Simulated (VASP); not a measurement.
# CO2 (Pbcn) in VASP: a series of runs

Runs on CO2. Level: r2SCAN. Tasks: relaxation of the atoms, single point.

All numbers are computed with VASP 6.6.1; they aren't measurements. Logs are shortened: lines on timing, memory, paths and dates and some standing lists are left out, and cuts for length are marked.

### 1 The cell of the first run

The structure is orthorhombic, space group Pbcn (No. 60). Conventional cell: a = 4.785 Å, b = 6.316 Å, c = 5.679 Å, α = 90.00°, β = 90.00°, γ = 90.00°. C (site symmetry 2) has 2 O at 1.17 Å within 1.6 Å. O (site symmetry 1) has 1 C at 1.17 Å within 1.6 Å.

### 2 Relaxation of the atoms, r2SCAN

Input file POSCAR:

```
CO2
1.0
    4.7845453300      0.0000000000      0.0000000000
    0.0000000000      6.3155396400      0.0000000000
    0.0000000000      0.0000000000      5.6788908400
C O
4 8
Direct
    0.5000000000      0.8529985200      0.7500000000
    0.0000000000      0.3529985200      0.7500000000
    0.0000000000      0.6470014800      0.2500000000
    0.5000000000      0.1470014800      0.2500000000
    0.7009711200      0.1463284600      0.1335830200
    0.2990288800      0.1463284600      0.3664169800
    0.7990288800      0.6463284600      0.1335830200
    0.2009711200      0.3536715400      0.8664169800
    0.2009711200      0.6463284600      0.3664169800
    0.7990288800      0.3536715400      0.6335830200
    0.7009711200      0.8536715400      0.6335830200
    0.2990288800      0.8536715400      0.8664169800
```

Input file INCAR.step1:

```
PREC = Accurate
ENCUT = 520
ISMEAR = -1
SIGMA = 0.02
LREAL = False
LASPH = True
NELM = 100
GGA = PE
ALGO = Normal
EDIFF = 1E-4
LWAVE = True
LCHARG = False
KPAR = 4
```

Input file INCAR.step2:

```
PREC = Accurate
ENCUT = 520
EDIFF = 1E-7
ISMEAR = -1
SIGMA = 0.02
LREAL = False
LASPH = True
NELM = 100
ALGO = Normal
ISIF = 2
LWAVE = False
LCHARG = False
METAGGA = R2SCAN
LMIXTAU = True
IBRION = 2
NSW = 80
EDIFFG = -0.02
ISTART = 1
KPAR = 4
```

Input file KPOINTS:

```
Automatic mesh
0
Gamma
  5 4 4
```

Potentials or basis: VASP PAW PBE potentials, release 64 (C, O).

On the command line:

```sh
$ cat potpaw_PBE.64/C/POTCAR potpaw_PBE.64/O/POTCAR > POTCAR
$ cp INCAR.step1 INCAR
$ mpirun -np 4 vasp_std > vasp.out
$ cp INCAR.step2 INCAR
$ mpirun -np 4 vasp_std > vasp.out
```

OUTCAR:

```text
PREC = Accurate
   ENCUT = 520
   EDIFF = 1E-7
   ISMEAR = -1
   LREAL = False
   LASPH = True
   NELM = 100
   ISIF = 2
   METAGGA = R2SCAN
   IBRION = 2
   NSW = 80
   EDIFFG = -0.02
   ISTART = 1

 ion  position               nearest neighbor table
   1  0.500  0.853  0.750-  11 1.17  12 1.17
   2  0.000  0.353  0.750-   8 1.17  10 1.17
   3  0.000  0.647  0.250-   7 1.17   9 1.17
   4  0.500  0.147  0.250-   5 1.17   6 1.17
   5  0.701  0.146  0.134-   4 1.17
   6  0.299  0.146  0.366-   4 1.17
   7  0.799  0.646  0.134-   3 1.17
   8  0.201  0.354  0.866-   2 1.17
   9  0.201  0.646  0.366-   3 1.17
  10  0.799  0.354  0.634-   2 1.17
  11  0.701  0.854  0.634-   1 1.17
  12  0.299  0.854  0.866-   1 1.17

  LATTYP: Found a simple orthorhombic cell.
 ALAT       =     4.7845453300
 B/A-ratio  =     1.1869238242
 C/A-ratio  =     1.3199874187

  Lattice vectors:

 A1 = (  -4.7845453300,   0.0000000000,   0.0000000000)
 A2 = (   0.0000000000,   0.0000000000,   5.6788908400)
 A3 = (   0.0000000000,   6.3155396400,   0.0000000000)

Analysis of symmetry for initial positions (statically):
=====================================================================
 Subroutine PRICEL returns:
 Original cell was already a primitive cell.

 Routine SETGRP: Setting up the symmetry group for a
 simple orthorhombic supercell.

 Subroutine GETGRP returns: Found  8 space group operations
 (whereof  2 operations were pure point group operations)
 out of a pool of  8 trial point group operations.

The static configuration has the point symmetry S_2 .
 The point group associated with its full space group is D_2h.

Analysis of symmetry for dynamics (positions and initial velocities):
=====================================================================
 Subroutine PRICEL returns:
 Original cell was already a primitive cell.

 Routine SETGRP: Setting up the symmetry group for a
 simple orthorhombic supercell.

 Subroutine GETGRP returns: Found  8 space group operations
 (whereof  2 operations were pure point group operations)
 out of a pool of  8 trial point group operations.

The dynamic configuration has the point symmetry S_2 .
 The point group associated with its full space group is D_2h.

 Subroutine INISYM returns: Found  8 space group operations
 (whereof  2 operations are pure point group operations),
 and found     1 'primitive' translations

----------------------------------------------------------------------------------------

                                     Primitive cell

  volume of cell :     171.5990

  direct lattice vectors                    reciprocal lattice vectors
     4.784545330  0.000000000  0.000000000     0.209006276  0.000000000  0.000000000
     0.000000000  6.315539640  0.000000000     0.000000000  0.158339597  0.000000000
     0.000000000  0.000000000  5.678890840     0.000000000  0.000000000  0.176090724

  length of vectors
     4.784545330  6.315539640  5.678890840     0.209006276  0.158339597  0.176090724

  position of ions in fractional coordinates (direct lattice)
     0.500000000  0.852998520  0.750000000
     0.000000000  0.352998520  0.750000000
     0.000000000  0.647001480  0.250000000
     0.500000000  0.147001480  0.250000000
     0.700971120  0.146328460  0.133583020
     0.299028880  0.146328460  0.366416980
     0.799028880  0.646328460  0.133583020
     0.200971120  0.353671540  0.866416980
     0.200971120  0.646328460  0.366416980
     0.799028880  0.353671540  0.633583020
     0.700971120  0.853671540  0.633583020
     0.299028880  0.853671540  0.866416980

  ion indices of the primitive-cell ions
   primitive index   ion index
                 1           1
                 2           2
                 3           3
                 4           4
                 5           5
                 6           6
                 7           7
                 8           8
                 9           9
                10          10
                11          11
                12          12

----------------------------------------------------------------------------------------

 KPOINTS: Automatic mesh

Automatic generation of k-mesh.
 Grid dimensions read from file:
 generate k-points for:    5    4    4

 Generating k-lattice:

  Cartesian coordinates                     Fractional coordinates (reciprocal lattice)
     0.041801255  0.000000000  0.000000000     0.200000000  0.000000000  0.000000000
     0.000000000  0.039584899  0.000000000     0.000000000  0.250000000  0.000000000
     0.000000000  0.000000000  0.044022681     0.000000000  0.000000000  0.250000000

  Length of vectors
     0.041801255  0.039584899  0.044022681

  Shift w.r.t. Gamma in fractional coordinates (k-lattice)
     0.000000000  0.000000000  0.000000000

 Subroutine IBZKPT returns following result:
 ===========================================

 Found     27 irreducible k-points:

 Following reciprocal coordinates:
            Coordinates               Weight
  0.000000  0.000000  0.000000      1.000000
  0.200000  0.000000  0.000000      2.000000
  0.400000  0.000000  0.000000      2.000000
  0.000000  0.250000  0.000000      2.000000
  0.200000  0.250000  0.000000      4.000000
  0.400000  0.250000  0.000000      4.000000
[... 16 lines left out ...]
  0.200000  0.250000  0.500000      4.000000
  0.400000  0.250000  0.500000      4.000000
 [... further k-points ...]
   k-points           NKPTS =     27   k-points in BZ     NKDIM =     27   number of bands    NBANDS=     39
   number of dos      NEDOS =    301   number of ions     NIONS =     12
   total plane-waves  NPLWV =  72576
   dimension x,y,z NGX =    36 NGY =   48 NGZ =   42
   dimension x,y,z NGXF=    72 NGYF=   96 NGZF=   84
   ions per type =               4   8
   NGX,Y,Z   is equivalent  to a cutoff of  12.51, 12.64, 12.30 a.u.
   NGXF,Y,Z  is equivalent  to a cutoff of  25.02, 25.27, 24.59 a.u.
 SYSTEM =  unknown system
   PREC   = accura    normal or accurate (medium, high low for compatibility)
   ISTART =      1    job   : 0-new  1-cont  2-samecut
   ICHARG =      0    charge: 1-file 2-atom 10-const
   ISPIN  =      1    spin polarized calculation?
   LNONCOLLINEAR =      F non collinear calculations
   LSORBIT =      F    spin-orbit coupling
   LASPH  =      T    aspherical Exc in radial PAW
   ENCUT  =  520.0 eV  38.22 Ry    6.18 a.u.   8.90 11.74 10.56*2*pi/ulx,y,z
   NELM   =    100;   NELMIN=  2; NELMDL=  0     # of ELM steps
   EDIFF  = 0.1E-06   stopping-criterion for ELM
   LREAL  =      F    real-space projection
   EDIFFG = -.2E-01   stopping-criterion for IOM
   NSW    =     80    number of steps for IOM
   IBRION =      2    ionic relax: 0-MD 1-quasi-New 2-CG
   NFREE  =      1    steps in history (QN), initial steepest desc. (CG)
   ISIF   =      2    stress and relaxation
   ISYM   =      2    0-nonsym 1-usesym 2-fastsym
   POTIM  = 0.5000    time-step for ionic-motion
   TEBEG  =    0.0;   TEEND  =   0.0 temperature during run
   PSTRESS=    0.0 pullay stress
   NELECT =      64.0000    total number of electrons
   NUPDOWN=      -1.0000    fix difference up-down
   EMIN   =  10.00;   EMAX   =-10.00  energy-range for DOS
   EFERMI =   0.00;   METHOD = LEGACY
   ISMEAR =    -1;   SIGMA  =   0.02  broadening in eV -4-tet -1-fermi 0-gaus
   EFERMI_NEDOS =   21; number of points for ismear=-14 and -15
   IALGO  =     38    algorithm
   IMIX   =      4    mixing-type and parameters
     AMIX     =   0.40;   BMIX     =  1.00
     AMIX_MAG =   1.60;   BMIX_MAG =  1.00
  volume/ion in A,a.u.               =      14.30        96.50
  Fermi-wavevector in a.u.,A,eV,Ry     =   1.178410  2.226873 18.893748  1.388651
  Thomas-Fermi vector in A             =   2.314740
   LORBIT       =      0    0 simple, 1 ext, 2 COOP (PROOUT), +10 PAW based schemes
   METAGGA = R2SCAN    functional components
   LHFCALC =     F    Hartree Fock is set to
   AEXX    =    0.0000 exact exchange contribution
   IVDW    =     0    specifies the selected vdW correction
   LEPSILON=     F    determine dielectric tensor
   LRPA    =     F    only Hartree local field effects (RPA)
 conjugate gradient relaxation of ions
 non-spin polarized calculation
  energy-cutoff  :      520.00
  volume of cell :      171.60
 maximum number of plane-waves:      4658
 NGX is ok and might be reduce to    36
   NGX = 17   NGY = 23   NGZ = 21

--------------------------------------- Ionic step        1  -------------------------------------------

 number of electron      64.0000008 magnetization

 Free energy of the ion-electron system (eV)
  ---------------------------------------------------
  ext. energy  EPLUGINS =         0.00000000
  ---------------------------------------------------
  free energy    TOTEN  =      -102.90558458 eV

  energy without entropy =     -102.90558458  energy(sigma->0) =     -102.90558458

------------------------ aborting loop because EDIFF is reached ----------------------------------------

  FORCE on cell =-STRESS in cart. coord.  units (eV):
  Direction    XX          YY          ZZ          XY          YZ          ZX
  --------------------------------------------------------------------------------------
  -------------------------------------------------------------------------------------
  Total        0.4126035      0.0828246      0.2861394      0.0000000      0.0000000      0.0000000
  in kB        3.8523775      0.7733132      2.6716129      0.0000000      0.0000000      0.0000000
  external PRESSURE =       2.4324345 kB  Pullay stress =       0.0000000 kB
[... 77 lines left out ...]
  energy  without entropy=     -102.9045923977  energy(sigma->0) =     -102.90459240

--------------------------------------- Ionic step        3  -------------------------------------------

 number of electron      64.0000008 magnetization

 Free energy of the ion-electron system (eV)
  ---------------------------------------------------
  ext. energy  EPLUGINS =         0.00000000
  ---------------------------------------------------
  free energy    TOTEN  =      -102.90565324 eV

  energy without entropy =     -102.90565324  energy(sigma->0) =     -102.90565324

 E-fermi :  -3.3526     XC(G=0):  -8.4412

 val. band max:       -3.8283072862   @ k =   0.0000   0.0000   0.2500
 cond. band min:       3.4395788259   @ k =   0.0000   0.0000   0.0000
 fundamental gap:      7.2678861121
 Fermi energy:        -3.3526239208

 k-point     1 :       0.0000    0.0000    0.0000
  band No.  band energies     occupation
      1     -25.7732      2.00000
      2     -25.5615      2.00000
      3     -25.5504      2.00000
      4     -25.4851      2.00000
      5     -24.5386      2.00000
      6     -24.5074      2.00000
[... 997 lines left out ...]
     38       5.2149      0.00000
     39       5.4236      0.00000

 [... further k-points ...]
[... 5 lines left out ...]
  --------------------------------------------------------------------------------------
  -------------------------------------------------------------------------------------
  Total        0.1422360      0.0842694      0.1597439      0.0000000      0.0000000     -0.0000000
  in kB        1.3280226      0.7868029      1.4914892      0.0000000      0.0000000     -0.0000000
  external PRESSURE =       1.2021049 kB  Pullay stress =       0.0000000 kB
[... 27 lines left out ...]
  FREE ENERGIE OF THE ION-ELECTRON SYSTEM (eV)
  ---------------------------------------------------
  free  energy   TOTEN  =      -102.9056532438 eV

  energy  without entropy=     -102.9056532437  energy(sigma->0) =     -102.90565324

 reached required accuracy - stopping structural energy minimisation
```

Wall time 4.4 min (4 MPI ranks of Intel Xeon 6975P-C (Granite Rapids), shared host); peak memory 0.35 GiB.

Results:

- Free energy: -102.9057 eV
- Energy gained by relaxing: 0.0 meV/atom
- Ionic steps: 3
- Pressure after relaxing: 0.1 GPa
- Largest force after relaxing: 0.010 eV/Å
- Band gap on the k mesh: 7.27 eV (least direct gap 7.27 eV)

Forces on the atoms (eV/Å):
```
C    0.000 -0.008  0.000
C    0.000 -0.008  0.000
C    0.000  0.008  0.000
C    0.000  0.008  0.000
O    0.002 -0.005  0.008
O   -0.002 -0.005 -0.008
O   -0.002 -0.005  0.008
O    0.002  0.005 -0.008
O    0.002 -0.005 -0.008
O   -0.002  0.005  0.008
O    0.002  0.005  0.008
O   -0.002  0.005 -0.008
```

Final structure:
```
CELL_PARAMETERS angstrom
4.78455 0.00000 0.00000
0.00000 6.31554 0.00000
0.00000 0.00000 5.67889
ATOMIC_POSITIONS crystal
C 0.50000 0.85298 0.75000
C 0.00000 0.35298 0.75000
C 0.00000 0.64702 0.25000
C 0.50000 0.14702 0.25000
O 0.70105 0.14632 0.13355
O 0.29895 0.14632 0.36645
O 0.79895 0.64632 0.13355
O 0.20105 0.35368 0.86645
O 0.20105 0.64632 0.36645
O 0.79895 0.35368 0.63355
O 0.70105 0.85368 0.63355
O 0.29895 0.85368 0.86645
```

Caveat: the PAW data sets were made with another functional, which shifts forces and pressure a little. A k mesh can miss the band edges.

(Part 1 of 2 ends here.)
